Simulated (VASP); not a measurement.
The system is BP.

```
P B
1.0
     0.00000    2.31350    2.31350
     2.31350    0.00000    2.31350
     2.31350    2.31350    0.00000
P B
1 1
Direct
  0.75000 0.75000 0.75000
  0.00000 0.00000 0.00000
```

Base run:

- Program: VASP 6.6.1
- Functional: r2SCAN
- Dispersion: D3(BJ)
- Potentials or basis: VASP PAW PBE potentials, release 64 (P, B)
- Cutoff: 520 eV
- k mesh: 10 × 10 × 10
- Occupations: fermi-dirac, width 0.05 eV
- Spin: no spin polarisation

Its results: band gap on the k mesh 1.52 eV, indirect (least direct gap 3.56 eV); pressure -11.3 GPa.

Question: After a change of settings the same cell gave: band gap on the k mesh 1.49 eV, indirect (least direct gap 3.55 eV); pressure -10.0 GPa. Which change was it?
A. functional from r2SCAN to revPBE; further incar settings from ALGO = Normal; EDIFF = 1e-07; NBANDS = 11 to ALGO = Normal; EDIFF = 1e-06; NBANDS = 11
B. dispersion from D3(BJ) to rVV10
C. functional from r2SCAN to BLYP; dispersion from D3(BJ) to D4
D. dispersion from D3(BJ) to D4; further incar settings from ALGO = Normal; EDIFF = 1e-07; NBANDS = 11 to ALGO = Normal; EDIFF = 1e-06; NBANDS = 11

Answer: B.

Caveats: the PAW data sets were made with another functional, which shifts forces and pressure a little.
